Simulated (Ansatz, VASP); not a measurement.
**BN in VASP and in Ansatz**

```
B N
1.0
     2.55394    0.00000    0.00000
    -1.27697    2.21178    0.00000
     0.00000    0.00000    4.22685
B N
2 2
Direct
  0.66667 0.33333 0.99972
  0.33333 0.66667 0.49972
  0.66667 0.33333 0.62528
  0.33333 0.66667 0.12528
```

Alike in both runs: task single point; functional revPBE; k mesh 6 × 6 × 4; no spin polarisation.

|  | VASP | Ansatz |
| --- | --- | --- |
| version | VASP 6.6.1 | Ansatz 0.2.0 |
| potentials or method | VASP PAW PBE potentials, release 64 (B, N), cutoff 520 eV | scalar-relativistic, plane waves, PAW |
| occupations | gaussian, width 0.01 eV | fixed |
| valence electrons in the cell | 16 | 16 |

Ansatz gave:

| Property | Result |
| --- | --- |
| gap on the k mesh at the Fermi level (eV) | 5.27 |
| least direct gap on the mesh (eV) | 8.30 |
| pressure (GPa) | 4.4 |
| traceless stress, the component that is largest in VASP (GPa) | -0.67 |
| rms of the force components (eV/Å) | 0.010 |

Problem. Estimate VASP's values.

Solution. gap on the k mesh at the Fermi level (eV): 5.25; least direct gap on the mesh (eV): 8.29; pressure (GPa): 4.6; traceless stress, the component that is largest in VASP (GPa): -0.69; rms of the force components (eV/Å): 0.009.

VASP's potentials were made for PBE, not for revPBE. Atom by atom the forces differ by 0.001 eV/Å (rms over components).

The k mesh is coarse, so the values compare programs but aren't converged.
